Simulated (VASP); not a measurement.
Set up this calculation in VASP 6.6.1, as the native input.

```
Task                   : single point
Functional             : PBE
Potentials or basis    : VASP PAW PBE potentials, release 64 (Hf_pv, O)
Cutoff                 : 600 eV
k mesh                 : 6 × 6 × 6
Occupations            : gaussian, width 0.01 eV
Spin                   : no spin polarisation
Dipole correction      : no
Further INCAR settings : ALGO = Normal; EDIFF = 1e-06; NBANDS = 18
```

The structure of HfO2 lies in POSCAR:

```
HfO2
1.0
    0.0000000000      2.4863065394      2.4863065394
    2.4863065394      0.0000000000      2.4863065394
    2.4863065394      2.4863065394      0.0000000000
Hf O
1 2
Direct
    0.0000000000      0.0000000000      0.0000000000
    0.2500000000      0.2500000000      0.2500000000
    0.7500000000      0.7500000000      0.7500000000
```

This cell differs from its parent crystal: volume changed by -5%.

One way to write it, as run:

INCAR

```
SYSTEM = HfO2
PREC = Accurate
ENCUT = 600
EDIFF = 1E-6
ISMEAR = 0
SIGMA = 0.01
LREAL = .FALSE.
LASPH = .TRUE.
NELM = 120
ALGO = Normal
ISIF = 2
LWAVE = .FALSE.
LCHARG = .TRUE.
GGA = PE
LELF = .TRUE.
LVHAR = .TRUE.
NBANDS = 18
GGA_COMPAT = .FALSE.
```

KPOINTS

```
regular mesh
0
G
  6 6 6
  0 0 0
```

Potentials or basis: VASP PAW PBE potentials, release 64 (Hf_pv, O).

The run is started by

```bash
$ cat potpaw_PBE.64/Hf_pv/POTCAR potpaw_PBE.64/O/POTCAR > POTCAR
$ mpirun -np 1 vasp_std > vasp.out
```

It gave:

| Item | Value |
| --- | --- |
| Pressure | 16.8 GPa |
| Band gap on the k mesh | 3.96 eV, direct |

Caveat: spin-orbit coupling is left out, which moves the levels of the heavy elements.

It took 12 s on 1 thread of Intel(R) Xeon(R) Platinum 8259CL CPU @ 2.50GHz (Skylake/Cascade Lake), on a shared host, peak memory 0.16 GiB.
